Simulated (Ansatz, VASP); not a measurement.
MoS2 in VASP and in Ansatz

```xyz
6
Lattice="3.1922 0.0000 0.0000 -1.5961 2.7646 0.0000 0.0000 0.0000 13.3783" Properties=species:S:1:pos:R:3 pbc="T T T"
Mo    1.5961    0.9215    3.3446
Mo    0.0000    1.8430   10.0337
S     1.5961    0.9215    8.4696
S     0.0000    1.8430    4.9087
S     1.5961    0.9215   11.5979
S     0.0000    1.8430    1.7804
```

Alike in both runs: task single point; functional PBEsol; k mesh 6 × 6 × 2; occupations gaussian, width 0.1 eV; no spin polarisation.

|  | VASP | Ansatz |
| --- | --- | --- |
| version | VASP 6.6.1 | Ansatz 0.2.0 |
| potentials or method | VASP PAW PBE potentials, release 64 (Mo_sv, S), cutoff 520 eV | scalar-relativistic, plane waves, PAW |
| valence electrons in the cell | 52 | 52 |

|  | VASP | Ansatz | Ansatz less VASP |
| --- | --- | --- | --- |
| gap on the k mesh at the Fermi level (eV) | 1.21 | 1.20 | -0.014 |
| least direct gap on the mesh (eV) | 1.63 | 1.62 | -0.004 |
| pressure (GPa) | -4.8 | -4.8 | +0.01 |
| traceless stress, the component that is largest in VASP (GPa) | 0.85 | 0.87 | +0.017 |
| rms of the force components (eV/Å) | 0.187 | 0.188 | +0.0011 |

VASP's potentials were made for PBE, not for PBEsol. Atom by atom the forces differ by 0.001 eV/Å (rms over components).
